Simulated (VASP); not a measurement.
**LiC18: single point with PBEsol**

Slab: LiC18, a slab with vacuum.

```
CELL_PARAMETERS angstrom
7.39800 0.00000 0.00000
-3.69900 6.40686 0.00000
0.00000 0.00000 13.00000
ATOMIC_POSITIONS crystal
C 0.99978 0.00226 0.07922
C 0.22191 0.11330 0.07966
C 0.00041 0.33571 0.07790
C 0.22218 0.44736 0.07838
C 0.00052 0.66939 0.07744
C 0.22229 0.77975 0.07922
C 0.33333 0.00188 0.07966
C 0.55634 0.11334 0.07753
C 0.33336 0.33631 0.07751
C 0.55661 0.44839 0.07344
C 0.33355 0.66918 0.07823
C 0.55574 0.78039 0.07789
C 0.66739 0.00215 0.07838
C 0.88921 0.11352 0.07824
C 0.66842 0.33658 0.07347
C 0.89052 0.44759 0.07605
C 0.66762 0.67050 0.07605
C 0.88943 0.78049 0.07744
Li 0.50026 0.28023 0.21007
```

```json
{"Program": "VASP 6.6.1", "Task": "single point", "Functional": "PBEsol", "Potentials or basis": "VASP PAW PBE potentials, release 64 (C, Li_sv)", "Cutoff": "520 eV", "k mesh": "2 × 2 × 1", "Occupations": "gaussian, width 0.02 eV", "Spin": "collinear spin, zero start", "Starting moments": "[0.0, 0.0, 0.0, 0.0, 0.0, 0.0, 0.0, 0.0, 0.0, 0.0, 0.0, 0.0, 0.0, 0.0, 0.0, 0.0, 0.0, 0.0, 0.0] μB"}
```

```json
{
  "Largest force": "0.447 eV/Å",
  "Net moment": "0.00 μB per cell",
  "Valence electrons inside the program's atomic spheres": "C 2.65, 2.64; Li 2.06"
}
```

Forces on the atoms (eV/Å):
```
C    0.013  0.021 -0.001
C    0.009  0.024  0.007
C    0.006  0.024 -0.003
C    0.013  0.021 -0.001
C    0.015  0.020  0.003
C    0.016  0.016  0.007
C    0.011  0.012  0.006
C    0.015  0.010  0.002
C    0.013  0.030 -0.001
C    0.015  0.030  0.018
C    0.007  0.025  0.000
C    0.007  0.019  0.000
C    0.008  0.017  0.001
C    0.017  0.024 -0.003
C    0.018  0.030  0.011
C    0.011  0.020  0.004
C    0.016  0.017  0.003
C    0.013  0.024 -0.001
Li  -0.222 -0.384 -0.053
```

Levels at points of the mesh, in eV from the Fermi level:
Spin up:
```csv
k point,band 34,band 35,band 36,band 37,band 38,band 39,band 40,band 41
"(0.00, 0.00, 0.00)",-3.05,-3.04,-0.30,-0.29,-0.17,-0.16,1.44,3.38
"(0.50, 0.00, 0.00)",-2.99,-2.80,-2.79,-2.49,1.37,1.83,2.17,2.27
"(0.00, 0.50, 0.00)",-2.99,-2.80,-2.79,-2.49,1.37,1.83,2.17,2.27
"(0.50, 0.50, 0.00)",-2.98,-2.81,-2.78,-2.50,1.38,1.84,2.16,2.23
```
Spin down:
```tsv
k point	band 34	band 35	band 36	band 37	band 38	band 39	band 40	band 41
(0.00, 0.00, 0.00)	-3.05	-3.04	-0.30	-0.29	-0.17	-0.16	1.44	3.38
(0.50, 0.00, 0.00)	-2.99	-2.80	-2.79	-2.49	1.37	1.83	2.17	2.27
(0.00, 0.50, 0.00)	-2.99	-2.80	-2.79	-2.49	1.37	1.83	2.17	2.27
(0.50, 0.50, 0.00)	-2.98	-2.81	-2.78	-2.50	1.38	1.84	2.16	2.23
```

Wall time 8.9 min on 1 thread of Intel(R) Xeon(R) 6975P-C (Granite Rapids) (shared host), peak memory 0.91 GiB.

Caveat: the k points lie up to 0.49 Å⁻¹ apart; the PAW data sets were made with another functional, which shifts forces and pressure a little.
